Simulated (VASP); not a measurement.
# CoSi (CsCl type) (Pm-3m) in VASP: a series of runs

The runs below take CoSi (CsCl type) through single point, with r2SCAN.

Program: VASP 6.6.1. These are calculated values, not measurements. Logs are shortened: lines on timing, memory, paths and dates and some standing lists are left out, and cuts for length are marked.

## Step 1: The cell of the first run

It takes space group Pm-3m (No. 221, cubic). Conventional cell: a = 2.304 Å, b = 2.304 Å, c = 2.304 Å, α = 90.00°, β = 90.00°, γ = 90.00°. Within 2.6 Å of Co (site symmetry m-3m) lie 8 Si at 2.00 Å and 6 Co at 2.30 Å. Within 2.6 Å of Si (site symmetry m-3m) lie 8 Co at 2.00 Å and 6 Si at 2.30 Å.

## Step 2: Single point, r2SCAN, collinear spin, ferromagnetic start (6.11 Å³/atom)

Contents of POSCAR:

```
CoSi
1.0
    2.3038141928      0.0000000000      0.0000000000
    0.0000000000      2.3038141928      0.0000000000
    0.0000000000      0.0000000000      2.3038141928
Co Si
1 1
Direct
    0.0000000000      0.0000000000      0.0000000000
    0.5000000000      0.5000000000      0.5000000000
```

Contents of INCAR.step1:

```
PREC = Accurate
ENCUT = 520
ISMEAR = -1
SIGMA = 0.05
LREAL = F
LASPH = T
NELM = 150
ISPIN = 2
MAGMOM = 1.7 0
LMAXMIX = 4
NBANDS = 18
GGA = PE
ALGO = Normal
EDIFF = 1E-4
LWAVE = T
LCHARG = F
```

Contents of INCAR.step2:

```
PREC = Accurate
ENCUT = 520
EDIFF = 1E-7
ISMEAR = -1
SIGMA = 0.05
LREAL = F
LASPH = T
NELM = 150
ALGO = Normal
ISIF = 2
LWAVE = F
LCHARG = T
ISPIN = 2
MAGMOM = 1.7 0
LORBIT = 11
LMAXMIX = 4
METAGGA = R2SCAN
LMIXTAU = T
LELF = T
LVHAR = T
NBANDS = 18
ISTART = 1
```

Contents of KPOINTS:

```
regular mesh
0
Gamma
  14 14 14
```

Potentials or basis: VASP PAW PBE potentials, release 64 (Co, Si).

Launch:

```console
$ cat potpaw_PBE.64/Co/POTCAR potpaw_PBE.64/Si/POTCAR > POTCAR
$ cp INCAR.step1 INCAR
$ mpirun -np 1 vasp_std > vasp.out
$ cp INCAR.step2 INCAR
$ mpirun -np 1 vasp_std > vasp.out
```

OUTCAR:

```text
PREC = Accurate
   ENCUT = 520
   EDIFF = 1E-7
   ISMEAR = -1
   LREAL = F
   LASPH = T
   NELM = 150
   ISIF = 2
   ISPIN = 2
   LORBIT = 11
   METAGGA = R2SCAN
   ISTART = 1

 ion  position               nearest neighbor table
   1  0.000  0.000  0.000-   2 2.00   2 2.00   2 2.00   2 2.00   2 2.00   2 2.00   2 2.00   2 2.00

   2  0.500  0.500  0.500-   1 2.00   1 2.00   1 2.00   1 2.00   1 2.00   1 2.00   1 2.00   1 2.00

  LATTYP: Found a simple cubic cell.
 ALAT       =     2.3038141928

  Lattice vectors:

 A1 = (   2.3038141928,   0.0000000000,   0.0000000000)
 A2 = (   0.0000000000,   2.3038141928,   0.0000000000)
 A3 = (   0.0000000000,   0.0000000000,   2.3038141928)

Analysis of symmetry for initial positions (statically):
=====================================================================
 Subroutine PRICEL returns:
 Original cell was already a primitive cell.

 Routine SETGRP: Setting up the symmetry group for a
 simple cubic supercell.

 Subroutine GETGRP returns: Found 48 space group operations
 (whereof 48 operations were pure point group operations)
 out of a pool of 48 trial point group operations.

The static configuration has the point symmetry O_h .

Analysis of symmetry for dynamics (positions and initial velocities):
=====================================================================
 Subroutine PRICEL returns:
 Original cell was already a primitive cell.

 Routine SETGRP: Setting up the symmetry group for a
 simple cubic supercell.

 Subroutine GETGRP returns: Found 48 space group operations
 (whereof 48 operations were pure point group operations)
 out of a pool of 48 trial point group operations.

The dynamic configuration has the point symmetry O_h .

Analysis of structural, dynamic, and magnetic symmetry:
=====================================================================
 Subroutine PRICEL returns:
 Original cell was already a primitive cell.

 Routine SETGRP: Setting up the symmetry group for a
 simple cubic supercell.

 Subroutine GETGRP returns: Found 48 space group operations
 (whereof 48 operations were pure point group operations)
 out of a pool of 48 trial point group operations.

The overall configuration has the point symmetry O_h .

 Subroutine INISYM returns: Found 48 space group operations
 (whereof 48 operations are pure point group operations),
 and found     1 'primitive' translations

[... 115 lines left out ...]
  volume/ion in A,a.u.               =       6.11        41.26
  Fermi-wavevector in a.u.,A,eV,Ry     =   1.670867  3.157480 37.984689  2.791796
  Thomas-Fermi vector in A             =   2.756289
   LORBIT       =     11    0 simple, 1 ext, 2 COOP (PROOUT), +10 PAW based schemes
   METAGGA = R2SCAN    functional components
   LHFCALC =     F    Hartree Fock is set to
   AEXX    =    0.0000 exact exchange contribution
   IVDW    =     0    specifies the selected vdW correction
   LEPSILON=     F    determine dielectric tensor
   LRPA    =     F    only Hartree local field effects (RPA)
 spin polarized calculation
  energy-cutoff  :      520.00
  volume of cell :       12.23
 maximum number of plane-waves:       341
 NGX is ok and might be reduce to    18
   NGX =  9   NGY =  9   NGZ =  9

 number of electron      13.0000012 magnetization       0.0060929

 Free energy of the ion-electron system (eV)
  ---------------------------------------------------
  ext. energy  EPLUGINS =         0.00000000
  ---------------------------------------------------
  free energy    TOTEN  =       -15.49829244 eV

  energy without entropy =      -15.48891961  energy(sigma->0) =      -15.49360602

 E-fermi :  24.6514     XC(G=0): -17.4527

 val. band max:       24.6255674345   @ k =   0.3571   0.1429   0.0000
 cond. band min:      24.6580505676   @ k =   0.3571   0.3571   0.1429
 fundamental gap:      0.0324831332
 Fermi energy:        24.6514490091

 spin component 1

 k-point     1 :       0.0000    0.0000    0.0000
  band No.  band energies     occupation
      1       3.5084      1.00000
      2      15.4324      1.00000
      3      15.4324      1.00000
      4      21.5664      1.00000
      5      21.5664      1.00000
      6      21.5664      1.00000
[... 493 lines left out ...]
     17      58.5554      0.00000
     18      61.1695      0.00000

 [... further k-points ...]

 spin component 2

 k-point     1 :       0.0000    0.0000    0.0000
  band No.  band energies     occupation
      1       3.5090      1.00000
      2      15.4397      1.00000
      3      15.4397      1.00000
      4      21.5705      1.00000
      5      21.5705      1.00000
      6      21.5705      1.00000
[... 493 lines left out ...]
     17      58.5608      0.00000
     18      61.1927      0.00000

 [... further k-points ...]

------------------------ aborting loop because EDIFF is reached ----------------------------------------

  FORCE on cell =-STRESS in cart. coord.  units (eV):
  Direction    XX          YY          ZZ          XY          YZ          ZX
  --------------------------------------------------------------------------------------
  -------------------------------------------------------------------------------------
  Total       32.9162195     32.9162195     32.9162195     -0.0000000      0.0000000      0.0000000
  in kB     4312.9873409   4312.9873409   4312.9873409     -0.0000000      0.0000000      0.0000000
  external PRESSURE =    4312.9873409 kB  Pullay stress =       0.0000000 kB

 VOLUME and BASIS-vectors are now :
 -----------------------------------------------------------------------------
  energy-cutoff  :      520.00
  volume of cell :       12.23
      direct lattice vectors                 reciprocal lattice vectors
     2.303814193  0.000000000  0.000000000     0.434062783  0.000000000  0.000000000
     0.000000000  2.303814193  0.000000000     0.000000000  0.434062783  0.000000000
     0.000000000  0.000000000  2.303814193     0.000000000  0.000000000  0.434062783

 POSITION                                       TOTAL-FORCE (eV/Angst)
 -----------------------------------------------------------------------------------
      0.00000      0.00000      0.00000         0.000000      0.000000      0.000000
      1.15191      1.15191      1.15191         0.000000      0.000000      0.000000
 -----------------------------------------------------------------------------------
    total drift:                               -0.000000     -0.000000      0.000000

  FREE ENERGIE OF THE ION-ELECTRON SYSTEM (eV)
  ---------------------------------------------------
  free  energy   TOTEN  =       -15.4982924352 eV

  energy  without entropy=      -15.4889196058  energy(sigma->0) =      -15.49360602

 total charge

# of ion       s       p       d       tot
------------------------------------------
    1        0.830   1.528   8.573  10.931
    2        0.788   1.433   0.000   2.221
--------------------------------------------------
tot          1.618   2.961   8.573  13.152

 magnetization (x)

# of ion       s       p       d       tot
------------------------------------------
    1        0.000   0.000   0.005   0.006
    2        0.000   0.001   0.000   0.001
--------------------------------------------------
tot          0.000   0.001   0.005   0.006
```

OUTCAR.step1:

```text
PREC = Accurate
   ENCUT = 520
   ISMEAR = -1
   LREAL = F
   LASPH = T
   NELM = 150
[... 1251 lines left out ...]
 -----------------------------------------------------------------------------------
      0.00000      0.00000      0.00000         0.000000      0.000000      0.000000
      1.15191      1.15191      1.15191         0.000000      0.000000      0.000000
 -----------------------------------------------------------------------------------
    total drift:                               -0.000000     -0.000000      0.000000

  FREE ENERGIE OF THE ION-ELECTRON SYSTEM (eV)
  ---------------------------------------------------
  free  energy   TOTEN  =        -5.7179821360 eV

  energy  without entropy=       -5.7085575117  energy(sigma->0) =       -5.71326982
```

Run time: 75 s. Hardware: 1 thread of Intel Xeon 6975P-C (Granite Rapids), shared host; peak memory 0.16 GiB.

What came out:

```yaml
Free_energy: -15.4983 eV
Pressure: 431.3 GPa
Net_moment: 0.01 μB per cell
```

Levels at points of the mesh, in eV from the Fermi level:
Spin up:
```tsv
k point	band 4	band 5	band 6	band 7	band 8	band 9	band 10	band 11
(0.00, 0.00, 0.00)	-3.09	-3.09	-3.09	5.64	5.64	5.64	9.55	9.55
(0.50, 0.00, 0.00)	-5.71	-5.71	-2.68	-0.28	5.26	12.29	12.29	15.60
(0.50, 0.50, 0.00)	-8.38	-5.21	-5.21	-1.21	3.84	5.41	15.08	20.13
(0.50, 0.50, 0.50)	-1.09	-1.09	0.39	0.39	0.39	3.67	7.07	7.07
```
Spin down:
```tsv
k point	band 4	band 5	band 6	band 7	band 8	band 9	band 10	band 11
(0.00, 0.00, 0.00)	-3.08	-3.08	-3.08	5.64	5.64	5.64	9.56	9.56
(0.50, 0.00, 0.00)	-5.70	-5.70	-2.68	-0.27	5.26	12.30	12.30	15.60
(0.50, 0.50, 0.00)	-8.38	-5.20	-5.20	-1.19	3.85	5.41	15.09	20.13
(0.50, 0.50, 0.50)	-1.07	-1.07	0.39	0.39	0.39	3.67	7.08	7.08
```

Caveat: the cell stands under pressure; the PAW data sets were made with another functional, which shifts forces and pressure a little.

## Step 3: Single point, r2SCAN, collinear spin, ferromagnetic start (7.17 Å³/atom)

This run uses another cell than the first one, of 7.17 Å³/atom.

Contents of POSCAR:

```
CoSi
1.0
    2.4292623679      0.0000000000      0.0000000000
    0.0000000000      2.4292623679      0.0000000000
    0.0000000000      0.0000000000      2.4292623679
Co Si
1 1
Direct
    0.0000000000      0.0000000000      0.0000000000
    0.5000000000      0.5000000000      0.5000000000
```

Contents of INCAR.step1:

```
PREC = Accurate
ENCUT = 520
ISMEAR = -1
SIGMA = 0.05
LREAL = False
LASPH = True
NELM = 150
ISPIN = 2
MAGMOM = 1.7 0
LMAXMIX = 4
NBANDS = 18
GGA = PE
ALGO = Normal
EDIFF = 1E-4
LWAVE = True
LCHARG = False
```

Contents of INCAR.step2:

```
PREC = Accurate
ENCUT = 520
EDIFF = 1E-6
ISMEAR = -1
SIGMA = 0.05
LREAL = False
LASPH = True
NELM = 150
ALGO = Normal
ISIF = 2
LWAVE = False
LCHARG = False
ISPIN = 2
MAGMOM = 1.7 0
LORBIT = 11
LMAXMIX = 4
METAGGA = R2SCAN
LMIXTAU = True
NBANDS = 18
ISTART = 1
```

Contents of KPOINTS:

```
Automatic mesh
0
Gamma
  14 14 14
```

Potentials or basis: VASP PAW PBE potentials, release 64 (Co, Si).

Launch:

```console
$ cat potpaw_PBE.64/Co/POTCAR potpaw_PBE.64/Si/POTCAR > POTCAR
$ cp INCAR.step1 INCAR
$ mpirun -np 1 vasp_std > vasp.out
$ cp INCAR.step2 INCAR
$ mpirun -np 1 vasp_std > vasp.out
```

It took 83 s on 1 thread of Intel Xeon 6975P-C (Granite Rapids), shared host; peak memory 0.16 GiB.

It converged, with:

```
Free energy                                           : -19.5708 eV
Pressure                                              : 212.1 GPa
Net moment                                            : 0.00 μB per cell
Valence electrons inside the program's atomic spheres : Co 10.10; Si 1.96
```

Levels at points of the mesh, in eV from the Fermi level:
Spin up:
```csv
k point,band 5,band 6,band 7,band 8,band 9,band 10
"(0.00, 0.00, 0.00)",-2.40,-2.40,4.82,4.82,4.82,9.07
"(0.50, 0.00, 0.00)",-4.59,-2.09,-0.24,6.01,11.64,11.64
"(0.50, 0.50, 0.00)",-4.06,-4.06,-0.90,3.25,4.20,13.07
"(0.50, 0.50, 0.50)",-0.81,0.64,0.64,0.64,2.02,5.98
```
Spin down:
```csv
k point,band 5,band 6,band 7,band 8,band 9,band 10
"(0.00, 0.00, 0.00)",-2.40,-2.40,4.82,4.82,4.82,9.07
"(0.50, 0.00, 0.00)",-4.59,-2.09,-0.24,6.01,11.64,11.64
"(0.50, 0.50, 0.00)",-4.06,-4.06,-0.90,3.25,4.20,13.07
"(0.50, 0.50, 0.50)",-0.81,0.64,0.64,0.64,2.02,5.98
```

Caveat: the cell stands under pressure; the PAW data sets were made with another functional, which shifts forces and pressure a little.

(Part 1 of 2 ends here.)
